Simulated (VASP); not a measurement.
# MnS in VASP: further runs

Aim: see how the results for MnS move with the level of theory and the settings. Levels: revPBE+U, RPBE+U, PBEsol+U. Tasks: single point, density of states.

All numbers are computed with VASP 6.6.1; they aren't measurements. Logs are shortened: lines on timing, memory, paths and dates and some standing lists are left out, and cuts for length are marked.

### 1 The cell of the first run

It takes space group Fm-3m (No. 225, cubic). The conventional cell has a = 5.311 Å, b = 5.311 Å, c = 5.311 Å, α = 90.00°, β = 90.00°, γ = 90.00°. Within 3.5 Å of Mn (site symmetry m-3m) lie 6 S at 2.66 Å. Within 3.5 Å of S (site symmetry m-3m) lie 6 Mn at 2.66 Å.

### 2 Single point, revPBE+U, collinear spin, ferromagnetic start

File INCAR:

```
  ALGO = Normal
  EDIFF = 1E-7
  ENCUT = 520
  GGA = RE
  ISIF = 2
  ISMEAR = -5
  ISPIN = 2
  LASPH = True
  LCHARG = True
  LDAU = True
  LDAUJ = 0 0
  LDAUL = 2 -1
  LDAUPRINT = 1
  LDAUTYPE = 2
  LDAUU = 4 0
  LELF = True
  LMAXMIX = 4
  LORBIT = 11
  LREAL = False
  LVHAR = True
  LWAVE = False
  MAGMOM = 4 0
  NBANDS = 20
  NELM = 150
  PREC = Accurate
  SIGMA = 0.1
```

File KPOINTS:

```
k-points
0
Gamma
  9 9 9
```

File POSCAR:

```
MnS
1.0
    0.0000000000      2.6555815960      2.6555815960
    2.6555815960      0.0000000000      2.6555815960
    2.6555815960      2.6555815960      0.0000000000
Mn S
1 1
Direct
    0.0000000000      0.0000000000      0.0000000000
    0.5000000000      0.5000000000      0.5000000000
```

Potentials or basis: VASP PAW PBE potentials, release 64 (Mn_pv, S).

Run with:

```bash
$ cat potpaw_PBE.64/Mn_pv/POTCAR potpaw_PBE.64/S/POTCAR > POTCAR
$ mpirun -np 1 vasp_std > vasp.out
```

OUTCAR:

```text
EDIFF = 1E-7
   ENCUT = 520
   GGA = RE
   ISIF = 2
   ISMEAR = -5
   ISPIN = 2
   LASPH = True
   LORBIT = 11
   LREAL = False
   NELM = 150
   PREC = Accurate

 ion  position               nearest neighbor table
   1  0.000  0.000  0.000-   2 2.66   2 2.66   2 2.66   2 2.66   2 2.66   2 2.66
   2  0.500  0.500  0.500-   1 2.66   1 2.66   1 2.66   1 2.66   1 2.66   1 2.66

  LATTYP: Found a face centered cubic cell.
 ALAT       =     5.3111631920

  Lattice vectors:

 A1 = (   0.0000000000,   2.6555815960,   2.6555815960)
 A2 = (   2.6555815960,   0.0000000000,   2.6555815960)
 A3 = (   2.6555815960,   2.6555815960,   0.0000000000)

Analysis of symmetry for initial positions (statically):
=====================================================================
 Subroutine PRICEL returns:
 Original cell was already a primitive cell.

 Routine SETGRP: Setting up the symmetry group for a
 face centered cubic supercell.

 Subroutine GETGRP returns: Found 48 space group operations
 (whereof 48 operations were pure point group operations)
 out of a pool of 48 trial point group operations.

The static configuration has the point symmetry O_h .

Analysis of symmetry for dynamics (positions and initial velocities):
=====================================================================
 Subroutine PRICEL returns:
 Original cell was already a primitive cell.

 Routine SETGRP: Setting up the symmetry group for a
 face centered cubic supercell.

 Subroutine GETGRP returns: Found 48 space group operations
 (whereof 48 operations were pure point group operations)
 out of a pool of 48 trial point group operations.

The dynamic configuration has the point symmetry O_h .

Analysis of structural, dynamic, and magnetic symmetry:
=====================================================================
 Subroutine PRICEL returns:
 Original cell was already a primitive cell.

 Routine SETGRP: Setting up the symmetry group for a
 face centered cubic supercell.

 Subroutine GETGRP returns: Found 48 space group operations
 (whereof 48 operations were pure point group operations)
 out of a pool of 48 trial point group operations.

The overall configuration has the point symmetry O_h .

 Subroutine INISYM returns: Found 48 space group operations
 (whereof 48 operations are pure point group operations),
 and found     1 'primitive' translations

----------------------------------------------------------------------------------------

                                     Primitive cell

  volume of cell :      37.4549

  direct lattice vectors                    reciprocal lattice vectors
     0.000000000  2.655581596  2.655581596    -0.188282673  0.188282673  0.188282673
     2.655581596  0.000000000  2.655581596     0.188282673 -0.188282673  0.188282673
     2.655581596  2.655581596  0.000000000     0.188282673  0.188282673 -0.188282673

  length of vectors
     3.755559509  3.755559509  3.755559509     0.326115155  0.326115155  0.326115155

  position of ions in fractional coordinates (direct lattice)
[... 8 lines left out ...]
----------------------------------------------------------------------------------------

 KPOINTS: k-points

Automatic generation of k-mesh.
 Grid dimensions read from file:
 generate k-points for:    9    9    9

[... 61 lines left out ...]
   LSORBIT =      F    spin-orbit coupling
   LASPH  =      T    aspherical Exc in radial PAW
   ENCUT  =  520.0 eV  38.22 Ry    6.18 a.u.   6.98  6.98  6.98*2*pi/ulx,y,z
   NELM   =    150;   NELMIN=  2; NELMDL= -5     # of ELM steps
   EDIFF  = 0.1E-06   stopping-criterion for ELM
   LREAL  =      F    real-space projection
   EDIFFG = 0.1E-05   stopping-criterion for IOM
   NSW    =      0    number of steps for IOM
   IBRION =     -1    ionic relax: 0-MD 1-quasi-New 2-CG
   NFREE  =      0    steps in history (QN), initial steepest desc. (CG)
   ISIF   =      2    stress and relaxation
   ISYM   =      2    0-nonsym 1-usesym 2-fastsym
   POTIM  = 0.5000    time-step for ionic-motion
   TEBEG  =    0.0;   TEEND  =   0.0 temperature during run
   PSTRESS=    0.0 pullay stress
   NELECT =      19.0000    total number of electrons
   NUPDOWN=      -1.0000    fix difference up-down
   EMIN   =  10.00;   EMAX   =-10.00  energy-range for DOS
   EFERMI =   0.00;   METHOD = LEGACY
   ISMEAR =    -5;   SIGMA  =   0.10  broadening in eV -4-tet -1-fermi 0-gaus
   EFERMI_NEDOS =   21; number of points for ismear=-14 and -15
   IALGO  =     38    algorithm
   IMIX   =      4    mixing-type and parameters
     AMIX     =   0.40;   BMIX     =  1.00
     AMIX_MAG =   1.60;   BMIX_MAG =  1.00
  volume/ion in A,a.u.               =      18.73       126.38
  Fermi-wavevector in a.u.,A,eV,Ry     =   1.305639  2.467300 23.193752  1.704693
  Thomas-Fermi vector in A             =   2.436494
   LORBIT       =     11    0 simple, 1 ext, 2 COOP (PROOUT), +10 PAW based schemes
 LDA+U is selected, type is set to LDAUTYPE =  2
   angular momentum for each species LDAUL =     2   -1
   U (eV)           for each species LDAUU =   4.0  0.0
   J (eV)           for each species LDAUJ =   0.0  0.0
   GGA     = RE    functional components
   LHFCALC =     F    Hartree Fock is set to
   AEXX    =    0.0000 exact exchange contribution
   IVDW    =     0    specifies the selected vdW correction
   LEPSILON=     F    determine dielectric tensor
   LRPA    =     F    only Hartree local field effects (RPA)
 spin polarized calculation
 Fermi weights with tetrahedron method with Bloechl corrections
  energy-cutoff  :      520.00
  volume of cell :       37.45
 maximum number of plane-waves:      1022
   NGX = 13   NGY = 13   NGZ = 13

atom =   1  type =  1  l = 2

 onsite density matrix

spin component  1

  0.9357  0.0000  0.0000  0.0000 -0.0000
  0.0000  0.9357 -0.0000 -0.0000 -0.0000
  0.0000 -0.0000  0.9549 -0.0000 -0.0000
  0.0000 -0.0000 -0.0000  0.9357  0.0000
 -0.0000 -0.0000 -0.0000  0.0000  0.9549

spin component  2

  0.0125 -0.0000 -0.0000  0.0000 -0.0000
 -0.0000  0.0125  0.0000  0.0000 -0.0000
 -0.0000  0.0000  0.0667  0.0000  0.0000
  0.0000  0.0000  0.0000  0.0125 -0.0000
 -0.0000 -0.0000  0.0000 -0.0000  0.0667

 occupancies and eigenvectors

  o =  0.0125  v =  0.0000  0.0000  0.0000  0.0000  0.0000 -0.0008  0.0547 -0.0000  0.9985  0.0000      0.0000  0.0000  0.0000  0.0000  0.0000  0.0000  0.0000  0.0000  0.0000  0.0000
  o =  0.0125  v =  0.0000  0.0000  0.0000  0.0000  0.0000  0.0008  0.9985 -0.0000 -0.0547  0.0000      0.0000  0.0000  0.0000  0.0000  0.0000  0.0000  0.0000  0.0000  0.0000  0.0000
  o =  0.0125  v =  0.0000  0.0000  0.0000  0.0000  0.0000  1.0000 -0.0008  0.0000  0.0008  0.0000      0.0000  0.0000  0.0000  0.0000  0.0000  0.0000  0.0000  0.0000  0.0000  0.0000
  o =  0.0667  v =  0.0000  0.0000  0.0000  0.0000  0.0000 -0.0000  0.0000  0.9929  0.0000 -0.1192      0.0000  0.0000  0.0000  0.0000  0.0000  0.0000  0.0000  0.0000  0.0000  0.0000
  o =  0.0667  v =  0.0000  0.0000  0.0000  0.0000  0.0000  0.0000  0.0000 -0.1192  0.0000 -0.9929      0.0000  0.0000  0.0000  0.0000  0.0000  0.0000  0.0000  0.0000  0.0000  0.0000
  o =  0.9357  v =  1.0000  0.0000  0.0000  0.0000  0.0000  0.0000  0.0000  0.0000  0.0000  0.0000      0.0000  0.0000  0.0000  0.0000  0.0000  0.0000  0.0000  0.0000  0.0000  0.0000
  o =  0.9357  v =  0.0000  0.0687  0.0000 -0.9976 -0.0000  0.0000  0.0000  0.0000  0.0000  0.0000      0.0000  0.0000  0.0000  0.0000  0.0000  0.0000  0.0000  0.0000  0.0000  0.0000
  o =  0.9357  v =  0.0000  0.9976 -0.0000  0.0687  0.0000  0.0000  0.0000  0.0000  0.0000  0.0000      0.0000  0.0000  0.0000  0.0000  0.0000  0.0000  0.0000  0.0000  0.0000  0.0000
  o =  0.9549  v =  0.0000  0.0000  0.9995  0.0000  0.0325  0.0000  0.0000  0.0000  0.0000  0.0000      0.0000  0.0000  0.0000  0.0000  0.0000  0.0000  0.0000  0.0000  0.0000  0.0000
  o =  0.9549  v =  0.0000 -0.0000 -0.0325 -0.0000  0.9995  0.0000  0.0000  0.0000  0.0000  0.0000      0.0000  0.0000  0.0000  0.0000  0.0000  0.0000  0.0000  0.0000  0.0000  0.0000

 number of electron      19.0000007 magnetization       5.0000055

 Free energy of the ion-electron system (eV)
  ---------------------------------------------------
  ext. energy  EPLUGINS =         0.00000000
  ---------------------------------------------------
  free energy    TOTEN  =       -12.50004975 eV

  energy without entropy =      -12.50004975  energy(sigma->0) =      -12.50004975

 E-fermi :   5.8725     XC(G=0): -10.2021

 val. band max:        5.6929790892   @ k =  -0.3333   0.1111   0.0000
 cond. band min:       6.7924436336   @ k =   0.4444   0.4444   0.0000
 fundamental gap:      1.0994645444
 Fermi energy:         5.8724771778

 spin component 1

 k-point     1 :       0.0000    0.0000    0.0000
  band No.  band energies     occupation
      1     -44.9446      1.00000
      2     -44.9446      1.00000
      3     -44.9446      1.00000
      4      -7.8975      1.00000
      5       0.9485      1.00000
      6       0.9485      1.00000
[... 1097 lines left out ...]
     19      20.9344      0.00000
     20      20.9344      0.00000

 [... further k-points ...]

------------------------ aborting loop because EDIFF is reached ----------------------------------------

  FORCE on cell =-STRESS in cart. coord.  units (eV):
  Direction    XX          YY          ZZ          XY          YZ          ZX
  --------------------------------------------------------------------------------------
  -------------------------------------------------------------------------------------
  Total        0.3149485      0.3149485      0.3149485      0.0000000      0.0000000      0.0000000
  in kB       13.4722839     13.4722839     13.4722839      0.0000000      0.0000000      0.0000000
  external PRESSURE =      13.4722839 kB  Pullay stress =       0.0000000 kB

 VOLUME and BASIS-vectors are now :
 -----------------------------------------------------------------------------
  energy-cutoff  :      520.00
  volume of cell :       37.45
      direct lattice vectors                 reciprocal lattice vectors
     0.000000000  2.655581596  2.655581596    -0.188282673  0.188282673  0.188282673
     2.655581596  0.000000000  2.655581596     0.188282673 -0.188282673  0.188282673
     2.655581596  2.655581596  0.000000000     0.188282673  0.188282673 -0.188282673

 POSITION                                       TOTAL-FORCE (eV/Angst)
 -----------------------------------------------------------------------------------
      0.00000      0.00000      0.00000         0.000000     -0.000000      0.000000
      2.65558      2.65558      2.65558        -0.000000      0.000000     -0.000000
 -----------------------------------------------------------------------------------
    total drift:                               -0.000000      0.000000      0.000000

  FREE ENERGIE OF THE ION-ELECTRON SYSTEM (eV)
  ---------------------------------------------------
  free  energy   TOTEN  =       -12.5000497491 eV

  energy  without entropy=      -12.5000497491  energy(sigma->0) =      -12.50004975

 total charge

# of ion       s       p       d       tot
------------------------------------------
    1        0.205   6.150   4.872  11.227
    2        1.323   2.453   0.000   3.776
--------------------------------------------------
tot          1.528   8.603   4.872  15.003

 magnetization (x)

# of ion       s       p       d       tot
------------------------------------------
    1        0.048   0.036   4.536   4.619
    2        0.019   0.048   0.000   0.067
--------------------------------------------------
tot          0.066   0.084   4.536   4.686
```

Run time: 29 s. Hardware: 1 thread of Intel Xeon Platinum 8559C (Emerald Rapids), shared host; peak memory 0.18 GiB.

What came out:

```yaml
Free_energy: -12.5000 eV
Pressure: 1.3 GPa
Band_gap_on_the_k_mesh: 1.10 eV, indirect (least direct gap 2.88 eV)
Net_moment: 5.00 μB per cell
Site_moments: Mn +4.62; S +0.07 μB
Valence_electrons_inside_the_program's_atomic_spheres: Mn 11.23; S 3.78
```

Levels at points of the mesh, in eV from the valence-band top:
Spin up:
```
           k point  band 8  band 9  band 10  band 11  band 12  band 13  band 14  band 15  band 16  band 17
(0.00, 0.00, 0.00)   -4.73   -4.73    -1.19    -1.19    -1.19     1.85     8.63     8.63     8.63    11.03
```
Spin down:
```
           k point  band 4  band 5  band 6  band 7  band 8  band 9  band 10  band 11
(0.00, 0.00, 0.00)  -13.35   -1.04   -1.04   -1.04    2.44    2.44     2.46     2.46
```

Eigenvalues of the final occupation matrices:
```tsv
site	spin	trace	eigenvalues
site 1 d	1	4.72	0.94 0.94 0.94 0.95 0.95
site 1 d	2	0.17	0.01 0.01 0.01 0.07 0.07
```

Caveat: the PAW data sets were made with another functional, which shifts forces and pressure a little; a cell with one magnetic atom can't hold antiferromagnetic order, which such compounds often take. The state reached can hang on the start; a lower one may exist.

### 3 Single point, RPBE+U, collinear spin, ferromagnetic start (the cell strained at random)

File INCAR:

```
SYSTEM = MnS
  PREC = Accurate
  ENCUT = 520
  EDIFF = 1E-6
  ISMEAR = -5
  SIGMA = 0.1
  LREAL = .FALSE.
  LASPH = .TRUE.
  NELM = 150
  ALGO = Normal
  ISIF = 2
  LWAVE = .FALSE.
  LCHARG = .TRUE.
  ISPIN = 2
  MAGMOM = -4.67 0
  LORBIT = 11
  LMAXMIX = 4
  LDAU = .TRUE.
  LDAUTYPE = 2
  LDAUL = 2 -1
  LDAUU = 3.5 0
  LDAUJ = 0 0
  LDAUPRINT = 1
  GGA = RP
  LELF = .TRUE.
  LVHAR = .TRUE.
  NBANDS = 20
```

File KPOINTS:

```
regular mesh
0
G
  9 9 9
  0 0 0
```

File POSCAR:

```
MnS
1.0
    0.0294290000      2.5978990000      2.6933590000
    2.6021250000      0.0213700000      2.7014180000
    2.5687460000      2.5725780000      0.0547500000
Mn S
1 1
Direct
    0.0000000000      0.0000000000      0.0000000000
    0.5000000000      0.5000000000      0.5000000000
```

Potentials or basis: VASP PAW PBE potentials, release 64 (Mn_pv, S).

Run with:

```bash
$ cat potpaw_PBE.64/Mn_pv/POTCAR potpaw_PBE.64/S/POTCAR > POTCAR
$ mpirun -np 1 vasp_std > vasp.out
```

It took 3.5 min on 1 thread of Intel Xeon Platinum 8559C (Emerald Rapids), shared host; peak memory 0.47 GiB.

The run converged. Its results:

- Free energy: -12.4756 eV
- Pressure: 7.0 GPa
- Band gap on the k mesh: 0.39 eV, indirect (least direct gap 2.38 eV)
- Net moment: -5.00 μB per cell
- Site moments: Mn -4.58; S -0.09 μB
- Valence electrons inside the program's atomic spheres: Mn 11.27; S 3.80

Stress tensor (GPa, compression positive):
```
 8.53  0.04 -0.97
 0.04  8.32 -0.72
-0.97 -0.72  4.21
```

Levels at points of the mesh, in eV from the valence-band top:
Spin up:
| k point | band 4 | band 5 | band 6 | band 7 | band 8 | band 9 | band 10 | band 11 |
| --- | --- | --- | --- | --- | --- | --- | --- | --- |
| (0.00, 0.00, 0.00) | -14.07 | -1.56 | -1.49 | -1.29 | 1.65 | 1.78 | 1.81 | 1.92 |
Spin down:
```tsv
k point	band 9	band 10	band 11	band 12	band 13	band 14	band 15	band 16
(0.00, 0.00, 0.00)	-4.85	-1.74	-1.68	-1.47	1.92	8.15	8.44	8.61
```

Eigenvalues of the final occupation matrices:
```
    site  spin  trace               eigenvalues
site 1 d     1   0.20  0.01 0.01 0.02 0.07 0.08
site 1 d     2   4.71  0.93 0.93 0.93 0.95 0.96
```

Caveat: the cell differs from its parent crystal (the cell strained at random); the PAW data sets were made with another functional, which shifts forces and pressure a little; a cell with one magnetic atom can't hold antiferromagnetic order, which such compounds often take. A k mesh can miss the band edges.

### 4 Density of states, PBEsol+U, collinear spin, ferromagnetic start

This run uses another cell than the first one, of 17.67 Å³/atom, 0.943 times its volume.

File POSCAR:

```
MnS
1.0
    0.0000000000      2.6045000000      2.6045000000
    2.6045000000      0.0000000000      2.6045000000
    2.6045000000      2.6045000000      0.0000000000
Mn S
1 1
Direct
    0.0000000000      0.0000000000      0.0000000000
    0.5000000000      0.5000000000      0.5000000000
```

File INCAR.step1:

```
SYSTEM = MnS
PREC = Accurate ; ENCUT = 520
EDIFF = 1E-6 ; ISMEAR = -1
SIGMA = 0.05 ; LREAL = .False.
LASPH = .True. ; NELM = 200
ALGO = Normal ; ISIF = 2
LWAVE = .False. ; LCHARG = .True.
ISPIN = 2 ; MAGMOM = 4 0
LMAXMIX = 4 ; LDAU = .True.
LDAUTYPE = 2 ; LDAUL = 2 -1
LDAUU = 5 0 ; LDAUJ = 0 0
LDAUPRINT = 1 ; GGA = PS
NBANDS = 22 ; GGA_COMPAT = .False.
NEDOS = 2001 ; LORBIT = 11
```

File KPOINTS.step1:

```
regular mesh
0
Gamma
  9 9 9
  0 0 0
```

File INCAR.step2:

```
SYSTEM = MnS
PREC = Accurate ; ENCUT = 520
EDIFF = 1E-6 ; ISMEAR = -5
SIGMA = 0.05 ; LREAL = .False.
LASPH = .True. ; NELM = 200
ALGO = Normal ; ISIF = 2
LWAVE = .False. ; LCHARG = .False.
ISPIN = 2 ; MAGMOM = 4 0
LORBIT = 11 ; LMAXMIX = 4
LDAU = .True. ; LDAUTYPE = 2
LDAUL = 2 -1 ; LDAUU = 5 0
LDAUJ = 0 0 ; LDAUPRINT = 1
GGA = PS ; NBANDS = 22
NEDOS = 2001 ; ICHARG = 11
GGA_COMPAT = .False.
```

File KPOINTS.step2:

```
regular mesh
0
Gamma
  14 14 14
  0 0 0
```

Potentials or basis: VASP PAW PBE potentials, release 64 (Mn_sv, S).

Run with:

```bash
$ cat potpaw_PBE.64/Mn_sv/POTCAR potpaw_PBE.64/S/POTCAR > POTCAR
$ cp INCAR.step1 INCAR
$ cp KPOINTS.step1 KPOINTS
$ mpirun -np 1 vasp_std > vasp.out
$ cp INCAR.step2 INCAR
$ cp KPOINTS.step2 KPOINTS
$ mpirun -np 1 vasp_std > vasp.out
```

Run time: 64 s. Hardware: 1 thread of Intel Xeon 6975P-C (Granite Rapids), shared host; peak memory 0.24 GiB.

Results (log left out):

* Net moment: 5.00 μB per cell
* Site moments: Mn +4.47; S +0.08 μB
* Valence electrons inside the program's atomic spheres: Mn 12.82; S 3.76

Levels at points of the mesh, in eV from the valence-band top:
Spin up:
| k point | band 11 | band 12 | band 13 | band 14 | band 15 | band 16 |
| --- | --- | --- | --- | --- | --- | --- |
| (0.00, 0.00, 0.00) | -1.38 | -1.38 | -1.38 | 1.98 | 8.51 | 8.51 |
| (0.50, 0.00, 0.00) | -3.91 | 0.00 | 0.00 | 3.00 | 5.59 | 5.59 |
| (0.50, 0.50, 0.00) | -4.00 | -3.06 | -3.06 | 1.03 | 5.16 | 10.45 |
Spin down:
```tsv
k point	band 5	band 6	band 7	band 8	band 9	band 10	band 11	band 12
(0.00, 0.00, 0.00)	-13.82	-1.16	-1.16	-1.16	2.29	2.29	2.29	2.44
(0.50, 0.00, 0.00)	-12.50	-5.98	-2.54	-2.54	3.58	3.75	3.75	3.80
(0.50, 0.50, 0.00)	-12.29	-5.21	-2.74	-2.74	0.63	2.47	3.04	4.10
```

Eigenvalues of the final occupation matrices:
| site | spin | trace | eigenvalues |
| --- | --- | --- | --- |
| site 1 d | 1 | 4.57 | 0.91 0.91 0.91 0.93 0.93 |
| site 1 d | 2 | 0.14 | 0.01 0.01 0.01 0.05 0.05 |

Caveat: the PAW data sets were made with another functional, which shifts forces and pressure a little; a cell with one magnetic atom can't hold antiferromagnetic order, which such compounds often take.

(Part 1 of 2 ends here.)
